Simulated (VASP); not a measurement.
Set up this calculation in VASP 6.6.1, as the native input.

```yaml
Task: single point
Functional: PBE
Potentials_or_basis: VASP PAW PBE potentials, release 64 (Na_pv, H)
Cutoff: 520 eV
k_mesh: 8 × 8 × 8
Occupations: gaussian, width 0.01 eV
Spin: no spin polarisation
Dipole_correction: no
Further_INCAR_settings: ALGO = Normal; EDIFF = 1e-06; NBANDS = 11
```

The structure of NaH lies in POSCAR:

```
NaH
1.0
    0.0000000000      2.4160403400      2.4160403400
    2.4160403400      0.0000000000      2.4160403400
    2.4160403400      2.4160403400      0.0000000000
Na H
1 1
Direct
    0.0000000000      0.0000000000      0.0000000000
    0.5000000000      0.5000000000      0.5000000000
```

The input as run:

INCAR

```
PREC = Accurate
ENCUT = 520
EDIFF = 1E-6
ISMEAR = 0
SIGMA = 0.01
LREAL = F
LASPH = T
NELM = 80
ALGO = Normal
ISIF = 2
LWAVE = F
LCHARG = F
GGA = PE
NBANDS = 11
```

KPOINTS

```
Automatic mesh
0
Gamma
  8 8 8
```

Potentials or basis: VASP PAW PBE potentials, release 64 (Na_pv, H).

The run is started by

```console
$ cat potpaw_PBE.64/Na_pv/POTCAR potpaw_PBE.64/H/POTCAR > POTCAR
$ mpirun -np 1 vasp_std > vasp.out
```

It gave:

The pressure is 0.0 GPa. The band gap on the k mesh is 3.76 eV, indirect (least direct gap 4.62 eV).

Run time: 4.3 s on 1 thread of Intel(R) Xeon(R) 6975P-C (Granite Rapids), with other jobs on the host, peak memory 0.14 GiB.
